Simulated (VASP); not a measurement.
# ZnS in VASP: notebook

The runs below take ZnS through single point, with PBEsol.

Everything below comes from runs of VASP 6.6.1. Logs are shortened: lines on timing, memory, paths and dates and some standing lists are left out, and cuts for length are marked.

**1. The cell of the first run**

The cell holds a slab with vacuum, 16 atoms: a = 3.782 Å, b = 6.209 Å, c = 25.916 Å, α = 90.00°, β = 90.00°, γ = 90.00°.

**2. Single point, PBEsol**

INCAR

```
ALGO = Normal
DIPOL = 0.5 0.5 0.500
EDIFF = 1E-6
ENCUT = 520
GGA = PS
IDIPOL = 3
ISIF = 2
ISMEAR = 0
LASPH = True
LCHARG = False
LDIPOL = True
LREAL = Auto
LWAVE = False
NBANDS = 86
NELM = 80
PREC = Accurate
SIGMA = 0.05
```

KPOINTS

```
k-points
0
Gamma
  7 5 1
```

POSCAR

```
ZnS
1.0
    3.7815694933      0.0000000000      0.0000000000
    0.0000000000      6.2089941857      0.0000000000
    0.0000000000      0.0000000000     25.9164508246
Zn S
8 8
Direct
    0.0000000000      0.9945566708      0.2893914777
    0.5000000000      0.4945566708      0.3315131821
    0.5000000000      0.9945566708      0.4157565911
    0.0000000000      0.4945566708      0.4578782955
    0.0000000000      0.9945566708      0.5421217045
    0.5000000000      0.4945566708      0.5842434089
    0.5000000000      0.9945566708      0.6684868179
    0.0000000000      0.4945566708      0.7106085223
    0.0000000000      0.6204433292      0.2893914777
    0.5000000000      0.1204433292      0.3315131821
    0.5000000000      0.6204433292      0.4157565911
    0.0000000000      0.1204433292      0.4578782955
    0.0000000000      0.6204433292      0.5421217045
    0.5000000000      0.1204433292      0.5842434089
    0.5000000000      0.6204433292      0.6684868179
    0.0000000000      0.1204433292      0.7106085223
```

Potentials or basis: VASP PAW PBE potentials, release 64 (Zn, S).

Launch:

```
cat potpaw_PBE.64/Zn/POTCAR potpaw_PBE.64/S/POTCAR > POTCAR
mpirun -np 1 vasp_std > vasp.out
```

OUTCAR:

```text
EDIFF = 1E-6
   ENCUT = 520
   GGA = PS
   ISIF = 2
   ISMEAR = 0
   LASPH = True
   LREAL = Auto
   NELM = 80
   PREC = Accurate

 ion  position               nearest neighbor table
   1  0.000  0.995  0.289-  10 2.32  10 2.32   9 2.32
   2  0.500  0.495  0.332-   9 2.32   9 2.32  11 2.32  10 2.32
   3  0.500  0.995  0.416-  12 2.32  12 2.32  10 2.32  11 2.32
   4  0.000  0.495  0.458-  11 2.32  11 2.32  13 2.32  12 2.32
   5  0.000  0.995  0.542-  14 2.32  14 2.32  12 2.32  13 2.32
   6  0.500  0.495  0.584-  13 2.32  13 2.32  15 2.32  14 2.32
   7  0.500  0.995  0.668-  16 2.32  16 2.32  14 2.32  15 2.32
   8  0.000  0.495  0.711-  15 2.32  15 2.32  16 2.32
   9  0.000  0.620  0.289-   2 2.32   2 2.32   1 2.32
  10  0.500  0.120  0.332-   1 2.32   1 2.32   3 2.32   2 2.32
  11  0.500  0.620  0.416-   4 2.32   4 2.32   2 2.32   3 2.32
  12  0.000  0.120  0.458-   3 2.32   3 2.32   5 2.32   4 2.32
  13  0.000  0.620  0.542-   6 2.32   6 2.32   4 2.32   5 2.32
  14  0.500  0.120  0.584-   5 2.32   5 2.32   7 2.32   6 2.32
  15  0.500  0.620  0.668-   8 2.32   8 2.32   6 2.32   7 2.32
  16  0.000  0.120  0.711-   7 2.32   7 2.32   8 2.32

  LATTYP: Found a simple orthorhombic cell.
 ALAT       =     3.7815694933
 B/A-ratio  =     1.6419093175
 C/A-ratio  =     6.8533583398

  Lattice vectors:

 A1 = (   3.7815694933,   0.0000000000,   0.0000000000)
 A2 = (   0.0000000000,   6.2089941857,   0.0000000000)
 A3 = (   0.0000000000,   0.0000000000,  25.9164508246)

Analysis of symmetry for initial positions (statically):
=====================================================================
 Subroutine PRICEL returns:
 Original cell was already a primitive cell.

 Routine SETGRP: Setting up the symmetry group for a
 simple orthorhombic supercell.

 Subroutine GETGRP returns: Found  4 space group operations
 (whereof  2 operations were pure point group operations)
 out of a pool of  8 trial point group operations.

The static configuration has the point symmetry C_1h.
 The point group associated with its full space group is C_2v.

Analysis of symmetry for dynamics (positions and initial velocities):
=====================================================================
 Subroutine PRICEL returns:
 Original cell was already a primitive cell.

 Routine SETGRP: Setting up the symmetry group for a
 simple orthorhombic supercell.

 Subroutine GETGRP returns: Found  4 space group operations
 (whereof  2 operations were pure point group operations)
 out of a pool of  8 trial point group operations.

The dynamic configuration has the point symmetry C_1h.
[... 128 lines left out ...]
   EMIN   =  10.00;   EMAX   =-10.00  energy-range for DOS
   EFERMI =   0.00;   METHOD = LEGACY
   ISMEAR =     0;   SIGMA  =   0.05  broadening in eV -4-tet -1-fermi 0-gaus
   EFERMI_NEDOS =   21; number of points for ismear=-14 and -15
   IALGO  =     38    algorithm
   IMIX   =      4    mixing-type and parameters
     AMIX     =   0.40;   BMIX     =  1.00
     AMIX_MAG =   1.60;   BMIX_MAG =  1.00
  volume/ion in A,a.u.               =      38.03       256.65
  Fermi-wavevector in a.u.,A,eV,Ry     =   1.012603  1.913543 13.950946  1.025366
  Thomas-Fermi vector in A             =   2.145723
   LORBIT       =      0    0 simple, 1 ext, 2 COOP (PROOUT), +10 PAW based schemes
   GGA     = PS    functional components
   LHFCALC =     F    Hartree Fock is set to
   AEXX    =    0.0000 exact exchange contribution
   IVDW    =     0    specifies the selected vdW correction
   LEPSILON=     F    determine dielectric tensor
   LRPA    =     F    only Hartree local field effects (RPA)
 non-spin polarized calculation
 Gauss-broadening in eV      SIGMA  =   0.05
  energy-cutoff  :      520.00
  volume of cell :      608.51
 maximum number of plane-waves:     16434
   NGX = 15   NGY = 23   NGZ = 97

 number of electron     144.0000100 magnetization

 dipolmoment           0.000000      0.000000     -0.000000 electrons x Angstroem

 Free energy of the ion-electron system (eV)
  ---------------------------------------------------
  ext. energy  EPLUGINS =         0.00000000
  ---------------------------------------------------
  free energy    TOTEN  =       -58.17210887 eV

  energy without entropy =      -58.17210887  energy(sigma->0) =      -58.17210887

 E-fermi :  -1.1198     XC(G=0):  -5.5375

 val. band max:       -1.3339536775   @ k =   0.0000   0.0000   0.0000
 cond. band min:       0.0345332332   @ k =   0.0000   0.0000   0.0000
 fundamental gap:      1.3684869107
 Fermi energy:        -1.1197772008

 k-point     1 :       0.0000    0.0000    0.0000
  band No.  band energies     occupation
      1     -14.8199      2.00000
      2     -14.6117      2.00000
      3     -14.3109      2.00000
      4     -13.9932      2.00000
      5     -13.7956      2.00000
      6     -13.5992      2.00000
[... 1033 lines left out ...]
     83       3.8273      0.00000
     84       3.8954      0.00000
 [bands above 84 left out]

------------------------ aborting loop because EDIFF is reached ----------------------------------------

 vacuum level on the upper side and lower side of the slab       (xc-potential included)        -0.153        -0.153

  FORCE on cell =-STRESS in cart. coord.  units (eV):
  Direction    XX          YY          ZZ          XY          YZ          ZX
  --------------------------------------------------------------------------------------
  -------------------------------------------------------------------------------------
  Total       -1.4407450     -4.2068717     -0.3398834      0.0000000      0.0000000      0.0000000
  in kB       -3.7934016    -11.0764600     -0.8948940      0.0000000      0.0000000      0.0000000
  external PRESSURE =      -5.2549185 kB  Pullay stress =       0.0000000 kB

 VOLUME and BASIS-vectors are now :
 -----------------------------------------------------------------------------
  energy-cutoff  :      520.00
  volume of cell :      608.51
      direct lattice vectors                 reciprocal lattice vectors
     3.781569493  0.000000000  0.000000000     0.264440466  0.000000000  0.000000000
     0.000000000  6.208994186  0.000000000     0.000000000  0.161056682  0.000000000
     0.000000000  0.000000000 25.916450825     0.000000000  0.000000000  0.038585530

 POSITION                                       TOTAL-FORCE (eV/Angst)
 -----------------------------------------------------------------------------------
      0.00000      6.17520      7.50000         0.000000     -1.118157      1.258196
      1.89078      3.07070      8.59165         0.000000      0.604779     -0.345573
      1.89078      6.17520     10.77494         0.000000     -0.234810      0.213021
      0.00000      3.07070     11.86658         0.000000      0.080049     -0.107336
      0.00000      6.17520     14.04987         0.000000      0.080049      0.107336
      1.89078      3.07070     15.14152         0.000000     -0.234810     -0.213021
[... 8 lines left out ...]
      1.89078      3.85233     17.32481         0.000000      0.344525      0.875372
      0.00000      0.74783     18.41645         0.000000      0.332656      0.395093
 -----------------------------------------------------------------------------------
    total drift:                                0.000000     -0.002771      0.000023

  FREE ENERGIE OF THE ION-ELECTRON SYSTEM (eV)
  ---------------------------------------------------
  free  energy   TOTEN  =       -58.1721088689 eV

  energy  without entropy=      -58.1721088689  energy(sigma->0) =      -58.17210887

 vacuum level on the upper side and lower side of the slab         3.744         3.744
```

It took 49 min on 1 thread of Intel Xeon 8259CL, shared host; peak memory 0.79 GiB.

Results:

```yaml
Free_energy: -58.1721 eV
Largest_force: 1.683 eV/Å
Band_gap_on_the_k_mesh: 1.37 eV
```

Forces on the atoms (eV/Å):
```
Zn   0.000 -1.118  1.258
Zn   0.000  0.605 -0.346
Zn   0.000 -0.235  0.213
Zn   0.000  0.080 -0.107
Zn   0.000  0.080  0.107
Zn   0.000 -0.235 -0.213
Zn   0.000  0.605  0.346
Zn   0.000 -1.118 -1.258
S    0.000  0.333 -0.395
S    0.000  0.345 -0.875
S    0.000 -0.023  0.281
S    0.000  0.014 -0.201
S    0.000  0.014  0.201
S    0.000 -0.023 -0.281
S    0.000  0.345  0.875
S    0.000  0.333  0.395
```

Caveat: the PAW data sets were made with another functional, which shifts forces and pressure a little.

(Continued in part 2 of 2.)
